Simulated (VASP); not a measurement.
# Y (P6_3/mmc) in VASP: a series of runs, part 2 of 2

VASP 6.6.1. The steps go on from the part before.

### Step 3. Single point, RPBE

This run uses another cell than the first one, of 34.19 Å³/atom.

File INCAR:

```
SYSTEM = Y
PREC     = Accurate       ! precision mode
ENCUT    = 520            ! plane-wave cutoff, eV
EDIFF    = 1E-7           ! SCF threshold, eV
ISMEAR   = -1             ! smearing method
SIGMA    = 0.05           ! smearing width, eV
LREAL    = .False.        ! projectors in reciprocal space
LASPH    = .True.         ! aspherical terms in the spheres
NELM     = 100            ! most SCF steps
ALGO     = Normal         ! electronic algorithm
ISIF     = 2              ! what is computed and relaxed
LWAVE    = .False.        ! write WAVECAR
LCHARG   = .False.        ! write CHGCAR
GGA      = RP             ! functional
NBANDS   = 18             ! bands
```

File KPOINTS:

```
regular mesh
0
Gamma
  8 8 5
  0 0 0
```

File POSCAR:

```
Y
1.0
    3.6978241919      0.0000000000      0.0000000000
   -1.8489120960      3.2024096889      0.0000000000
    0.0000000000      0.0000000000      5.7735749907
Y
2
Direct
    0.6666666667      0.3333333333      0.7500000000
    0.3333333333      0.6666666667      0.2500000000
```

Potentials or basis: VASP PAW PBE potentials, release 64 (Y_sv).

Run with:

```bash
> cat potpaw_PBE.64/Y_sv/POTCAR > POTCAR
> mpirun -np 1 vasp_std > vasp.out
```

OUTCAR:

```text
SYSTEM = Y
   PREC = Accurate
   ENCUT = 520
   EDIFF = 1E-7
   ISMEAR = -1
   LREAL = .False.
   LASPH = .True.
   NELM = 100
   ISIF = 2
   GGA = RP

 ion  position               nearest neighbor table
   1  0.667  0.333  0.750-   2 3.59   2 3.59   2 3.59   2 3.59   2 3.59   2 3.59
   2  0.333  0.667  0.250-   1 3.59   1 3.59   1 3.59   1 3.59   1 3.59   1 3.59

  LATTYP: Found a hexagonal cell.
 ALAT       =     3.6978241919
 C/A-ratio  =     1.5613438311

  Lattice vectors:

 A1 = (   3.6978241919,   0.0000000000,   0.0000000000)
 A2 = (  -1.8489120960,   3.2024096889,   0.0000000000)
 A3 = (   0.0000000000,   0.0000000000,   5.7735749907)

Analysis of symmetry for initial positions (statically):
=====================================================================
 Subroutine PRICEL returns:
 Original cell was already a primitive cell.

 Routine SETGRP: Setting up the symmetry group for a
 hexagonal supercell.

 Subroutine GETGRP returns: Found 24 space group operations
 (whereof 12 operations were pure point group operations)
 out of a pool of 24 trial point group operations.

The static configuration has the point symmetry D_3d.
 The point group associated with its full space group is D_6h.

Analysis of symmetry for dynamics (positions and initial velocities):
=====================================================================
 Subroutine PRICEL returns:
 Original cell was already a primitive cell.

 Routine SETGRP: Setting up the symmetry group for a
 hexagonal supercell.

 Subroutine GETGRP returns: Found 24 space group operations
 (whereof 12 operations were pure point group operations)
 out of a pool of 24 trial point group operations.

The dynamic configuration has the point symmetry D_3d.
 The point group associated with its full space group is D_6h.

 Subroutine INISYM returns: Found 24 space group operations
 (whereof 12 operations are pure point group operations),
 and found     1 'primitive' translations

----------------------------------------------------------------------------------------

[... 106 lines left out ...]
   EFERMI =   0.00;   METHOD = LEGACY
   ISMEAR =    -1;   SIGMA  =   0.05  broadening in eV -4-tet -1-fermi 0-gaus
   EFERMI_NEDOS =   21; number of points for ismear=-14 and -15
   IALGO  =     38    algorithm
   IMIX   =      4    mixing-type and parameters
     AMIX     =   0.40;   BMIX     =  1.00
     AMIX_MAG =   1.60;   BMIX_MAG =  1.00
  volume/ion in A,a.u.               =      34.19       230.69
  Fermi-wavevector in a.u.,A,eV,Ry     =   1.121828  2.119948 17.122916  1.258499
  Thomas-Fermi vector in A             =   2.258484
   LORBIT       =      0    0 simple, 1 ext, 2 COOP (PROOUT), +10 PAW based schemes
   GGA     = RP    functional components
   LHFCALC =     F    Hartree Fock is set to
   AEXX    =    0.0000 exact exchange contribution
   IVDW    =     0    specifies the selected vdW correction
   LEPSILON=     F    determine dielectric tensor
   LRPA    =     F    only Hartree local field effects (RPA)
 non-spin polarized calculation
  energy-cutoff  :      520.00
  volume of cell :       68.37
 maximum number of plane-waves:      1866
 NGX is ok and might be reduce to    28
   NGX = 13   NGY = 13   NGZ = 21

 number of electron      22.0000001 magnetization

 Free energy of the ion-electron system (eV)
  ---------------------------------------------------
  ext. energy  EPLUGINS =         0.00000000
  ---------------------------------------------------
  free energy    TOTEN  =       -12.23092439 eV

  energy without entropy =      -12.19004250  energy(sigma->0) =      -12.21048345

 E-fermi :   2.8987     XC(G=0):  -9.1820

 val. band max:        2.8941793152   @ k =   0.2500   0.1250   0.0000
 cond. band min:       2.9128361629   @ k =   0.2500   0.1250   0.4000
 fundamental gap:      0.0186568478
 Fermi energy:         2.8986812203

 k-point     1 :       0.0000    0.0000    0.0000
  band No.  band energies     occupation
      1     -39.9264      2.00000
      2     -39.8643      2.00000
      3     -20.1522      2.00000
      4     -19.7436      2.00000
      5     -19.7436      2.00000
      6     -19.6639      2.00000
[... 481 lines left out ...]
      5     -19.7993      2.00000
      6     -19.7866      2.00000
[... 10 lines left out ...]
     17       7.2424      0.00000
     18       7.3428      0.00000

 [... further k-points ...]
[... 5 lines left out ...]
  --------------------------------------------------------------------------------------
  -------------------------------------------------------------------------------------
  Total       -0.0362810     -0.0362810     -0.0529898      0.0000000      0.0000000      0.0000000
  in kB       -0.8502026     -0.8502026     -1.2417513      0.0000000      0.0000000      0.0000000
  external PRESSURE =      -0.9807188 kB  Pullay stress =       0.0000000 kB

 VOLUME and BASIS-vectors are now :
 -----------------------------------------------------------------------------
  energy-cutoff  :      520.00
  volume of cell :       68.37
      direct lattice vectors                 reciprocal lattice vectors
     3.697824192  0.000000000  0.000000000     0.270429298  0.156132428  0.000000000
    -1.848912096  3.202409689  0.000000000     0.000000000  0.312264856  0.000000000
     0.000000000  0.000000000  5.773574991     0.000000000  0.000000000  0.173202912

 POSITION                                       TOTAL-FORCE (eV/Angst)
 -----------------------------------------------------------------------------------
      1.84891      1.06747      4.33018         0.000000      0.000000      0.000000
     -0.00000      2.13494      1.44339        -0.000000     -0.000000      0.000000
 -----------------------------------------------------------------------------------
    total drift:                               -0.000000      0.000000     -0.000000

  FREE ENERGIE OF THE ION-ELECTRON SYSTEM (eV)
  ---------------------------------------------------
  free  energy   TOTEN  =       -12.2309243921 eV

  energy  without entropy=      -12.1900425048  energy(sigma->0) =      -12.21048345
```

Run time: 85 s. Hardware: 1 thread of Oxide Virtual Turin-like, shared host; peak memory 0.18 GiB.

Results:

| Quantity | Value |
| --- | --- |
| Free energy | -12.2309 eV |
| Pressure | -0.1 GPa |
| Band gap on the k mesh | zero (bands 11 and 12 overlap by 1.26 eV) |

Levels at points of the mesh, in eV from the Fermi level:
| k point | band 9 | band 10 | band 11 | band 12 | band 13 | band 14 |
| --- | --- | --- | --- | --- | --- | --- |
| (0.00, 0.00, 0.00) | -4.60 | -1.77 | 0.78 | 1.74 | 1.74 | 2.06 |
| (0.50, 0.00, 0.00) | -1.64 | -1.10 | -0.74 | -0.18 | 1.37 | 1.46 |

Caveat: the PAW data sets were made with another functional, which shifts forces and pressure a little.

### Step 4. Single point, revPBE

This run uses another cell than the first one, of 33.84 Å³/atom.

File INCAR:

```
SYSTEM = Y
PREC     = Accurate       ! precision mode
ENCUT    = 520            ! plane-wave cutoff, eV
EDIFF    = 1E-6           ! SCF threshold, eV
ISMEAR   = -1             ! smearing method
SIGMA    = 0.05           ! smearing width, eV
LREAL    = .False.        ! projectors in reciprocal space
LASPH    = .True.         ! aspherical terms in the spheres
NELM     = 80             ! most SCF steps
ALGO     = Normal         ! electronic algorithm
ISIF     = 2              ! what is computed and relaxed
LWAVE    = .False.        ! write WAVECAR
LCHARG   = .False.        ! write CHGCAR
GGA      = RE             ! functional
NBANDS   = 18             ! bands
```

File KPOINTS:

```
Automatic mesh
0
Gamma
  8 8 5
  0 0 0
```

File POSCAR:

```
Y
1.0
    3.6857112697      0.0000000000      0.0000000000
   -1.8428556349      3.1919195906      0.0000000000
    0.0000000000      0.0000000000      5.7529003021
Y
2
Direct
    0.6666666667      0.3333333333      0.7500000000
    0.3333333333      0.6666666667      0.2500000000
```

Run with:

```bash
> cat potpaw_PBE.64/Y_sv/POTCAR > POTCAR
> mpirun -np 1 vasp_std > vasp.out
```

It took 84 s on 1 thread of Oxide Virtual Turin-like, shared host; peak memory 0.18 GiB.

It converged, with:

```
Free energy            : -12.3492 eV
Pressure               : -0.1 GPa
Band gap on the k mesh : zero (bands 11 and 12 overlap by 1.29 eV)
```

Levels at points of the mesh, in eV from the Fermi level:
```
           k point  band 8  band 9  band 10  band 11  band 12  band 13  band 14  band 15
(0.00, 0.00, 0.00)  -22.48   -4.62    -1.78     0.82     1.74     1.74     2.07     2.33
(0.50, 0.00, 0.00)  -22.57   -1.65    -1.12    -0.75    -0.16     1.38     1.46     2.05
```

Caveat: the PAW data sets were made with another functional, which shifts forces and pressure a little.

### Step 5. The runs side by side

```csv
level,cell,gap on the mesh (eV),pressure (GPa)
PBE,"a = 3.653, b = 3.653, c = 5.696 Å, angles 90.0, 90.0, 120.0°, 2 atoms",none,-0.1
RPBE,"a = 3.698, b = 3.698, c = 5.774 Å, angles 90.0, 90.0, 120.0°, 2 atoms",none,-0.1
revPBE,"a = 3.686, b = 3.686, c = 5.753 Å, angles 90.0, 90.0, 120.0°, 2 atoms",none,-0.1
```

Alike in all rows: task single point; potentials or basis VASP PAW PBE potentials, release 64 (Y_sv); no spin polarisation; k mesh 8 × 8 × 5; cutoff (eV) 520; smearing fermi-dirac 0.05 eV.

Caveats: the PAW data sets were made with another functional, which shifts forces and pressure a little (at least some runs).

Absolute energies hang on the potentials; compare differences alone.

The gap in the log of VASP goes by the Fermi energy; the results here count the filled bands.